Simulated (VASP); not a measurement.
A run of VASP 6.6.1 is set up as follows.

File INCAR:

```
SYSTEM = Sn3Te2
ALGO = Fast
EDIFF = 1E-6
EDIFFG = -0.08
ENCUT = 600
GGA = PE
IBRION = 2
ISIF = 3
ISMEAR = 0
LASPH = .TRUE.
LCHARG = .FALSE.
LREAL = .FALSE.
LWAVE = .FALSE.
NELM = 80
NSW = 36
PREC = Accurate
SIGMA = 0.2
```

KPOINTS

```
k-points
0
G
  4 4 2
  0 0 0
```

POSCAR

```
Sn3Te2
1.0
    4.5000000000      0.0000000000      0.0000000000
    0.0000000000      4.5000000000      0.0000000000
    0.0000000000      0.0000000000     14.4000000000
Sn Te
6 4
Direct
    0.0000000000      0.5000000000      0.3910000000
    0.0000000000      0.5000000000      0.8260000000
    0.5000000000      0.0000000000      0.6090000000
    0.5000000000      0.0000000000      0.1740000000
    0.5000000000      0.5000000000      0.0000000000
    0.0000000000      0.0000000000      0.0000000000
    0.0000000000      0.5000000000      0.1740000000
    0.0000000000      0.5000000000      0.6090000000
    0.5000000000      0.0000000000      0.8260000000
    0.5000000000      0.0000000000      0.3910000000
```

Potentials or basis: VASP PAW PBE potentials, release 64 (Sn_d, Te).

Command:

```bash
$ cat potpaw_PBE.64/Sn_d/POTCAR potpaw_PBE.64/Te/POTCAR > POTCAR
$ mpirun -np 1 vasp_std > vasp.out
```

Question: What does it give for the band gap on the k mesh?

Answer: Zero (bands 54 and 55 overlap by 0.45 eV).

Question: What does it give for the relaxed cell?

Answer: a = 4.556 Å, b = 4.556 Å, c = 15.040 Å, α = 90.00°, β = 90.00°, γ = 90.00°.

Question: Predict the space group after relaxing (to 0.1 Å).

Answer: P4/nmm (No. 129).

Final structure:
```
Sn Te
1.0
     4.55650    0.00000    0.00000
     0.00000    4.55650    0.00000
     0.00000    0.00000   15.03955
Sn Te
6 4
Direct
  0.00000 0.50000 0.39643
  0.00000 0.50000 0.82343
  0.50000 0.00000 0.60357
  0.50000 0.00000 0.17657
  0.50000 0.50000 0.00000
  0.00000 0.00000 0.00000
  0.00000 0.50000 0.18175
  0.00000 0.50000 0.60251
  0.50000 0.00000 0.81825
  0.50000 0.00000 0.39749
```

Caveat: semilocal functionals underestimate gaps, and a narrow one can read as zero; spin-orbit coupling is left out, which moves the levels of the heavy elements.
